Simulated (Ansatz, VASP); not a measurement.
**MgO: VASP beside Ansatz**

INCAR

```
SYSTEM = MgO
  ALGO = Normal
  EDIFF = 1E-6
  ENCUT = 520
  GGA = PE
  ISIF = 2
  ISMEAR = 0
  LASPH = .True.
  LCHARG = .False.
  LREAL = .False.
  LWAVE = .False.
  NBANDS = 16
  NELM = 100
  PREC = Accurate
  SIGMA = 0.02
```

KPOINTS

```
k-points
0
Gamma
  9 9 6
  0 0 0
```

File POSCAR:

```
MgO
1.0
    3.5102246873      0.0000000000      0.0000000000
   -1.7551123437      3.0399437522      0.0000000000
    0.0000000000      0.0000000000      4.4573014951
Mg O
2 2
Direct
    0.6666666700      0.3333333300      0.7500000000
    0.3333333300      0.6666666700      0.2500000000
    0.6666666700      0.3333333300      0.2500000000
    0.3333333300      0.6666666700      0.7500000000
```

Input for Ansatz:

```yaml
crystal:
  lattice:
    - [3.5102246873, 0.0, 0.0]
    - [-1.7551123437, 3.0399437522, 0.0]
    - [0.0, 0.0, 4.4573014951]
  atoms:
    - { symbol: Mg, position: [0.66666667, 0.33333333, 0.75] }
    - { symbol: Mg, position: [0.33333333, 0.66666667, 0.25] }
    - { symbol: O, position: [0.66666667, 0.33333333, 0.25] }
    - { symbol: O, position: [0.33333333, 0.66666667, 0.75] }
basis:
  ecutwfc: 420
kpoints:
  mp_grid: { grid: [9, 9, 6] }
hamiltonian:
  xc: pbe
scf:
  occupations: { method: gaussian, width: 0.02 }
output:
  forces: true
  stress: true
  eigenvalues: true
  populations: true
```

Alike in both runs: task single point; functional PBE; k mesh 9 × 9 × 6; occupations gaussian, width 0.02 eV; no spin polarisation.

```csv
,VASP,Ansatz
version,VASP 6.6.1,Ansatz 0.2.0
potentials or method,"VASP PAW PBE potentials, release 64 (Mg, O), cutoff 520 eV","scalar-relativistic, plane waves, PAW"
valence electrons in the cell,16,32
```

```csv
,VASP,Ansatz,Ansatz less VASP
gap on the k mesh at the Fermi level (eV),2.96,2.98,+0.019
least direct gap on the mesh (eV),2.96,2.98,+0.019
pressure (GPa),-5.1,-4.6,+0.49
"traceless stress, the component that is largest in VASP (GPa)",-3.96,-3.86,+0.101
```

VASP's potentials hold 16 valence electrons a cell and Ansatz's 32, so a difference there can come from the potentials and not from the codes.
